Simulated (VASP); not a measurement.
Wanted: the native input for a VASP 6.6.1 run.

```
Task                   : single point
Functional             : PBE
Potentials or basis    : VASP PAW PBE potentials, release 64 (Al, Fe)
Cutoff                 : 520 eV
k mesh                 : 10 × 10 × 10
Occupations            : gaussian, width 0.1 eV
Spin                   : collinear spin, ferromagnetic start
Starting moments       : [0.0, 2.82, 2.82, 2.82, 2.82] μB
Dipole correction      : no
Further INCAR settings : ALGO = Fast; EDIFF = 1e-06; NBANDS = 30
```

The structure of AlFe4 lies in POSCAR:

```
AlFe4
1.0
    4.2824187052      0.0000000000      0.0000000000
    0.0000000000      4.2824187052      0.0000000000
    0.0000000000      0.0000000000      4.2824187052
Al Fe
1 4
Direct
    0.0000000000      0.0000000000      0.0000000000
    0.5000000000      0.0000000000      0.0000000000
    0.0000000000      0.5000000000      0.0000000000
    0.0000000000      0.0000000000      0.5000000000
    0.5000000000      0.5000000000      0.5000000000
```

The cell was generated, and may not be a known phase.

These files were run (other wordings do the same):

INCAR

```
SYSTEM = AlFe4
  ALGO = Fast
  EDIFF = 1E-6
  ENCUT = 520
  GGA = PE
  ISIF = 2
  ISMEAR = 0
  ISPIN = 2
  LASPH = .TRUE.
  LCHARG = .TRUE.
  LELF = .TRUE.
  LMAXMIX = 4
  LORBIT = 11
  LREAL = .FALSE.
  LVHAR = .TRUE.
  LWAVE = .FALSE.
  MAGMOM = 0 2.82 2.82 2.82 2.82
  NBANDS = 30
  NELM = 150
  PREC = Accurate
  SIGMA = 0.1
```

KPOINTS

```
k-points
0
G
  10 10 10
  0 0 0
```

Potentials or basis: VASP PAW PBE potentials, release 64 (Al, Fe).

The run is started by

```console
$ cat potpaw_PBE.64/Al/POTCAR potpaw_PBE.64/Fe/POTCAR > POTCAR
$ mpirun -np 1 vasp_std > vasp.out
```

It gave:

- Pressure: 0.1 GPa
- Net moment: 10.02 μB per cell
- Site moments: Al -0.10; Fe +2.39, +3.22 (each value once) μB
- Valence electrons inside the program's atomic spheres: Al 1.10; Fe 7.06, 6.52 (each value once)

Wall time 2.1 min on 1 thread of Intel(R) Xeon(R) Platinum 8488C (Sapphire Rapids), on a shared host, peak memory 0.33 GiB.
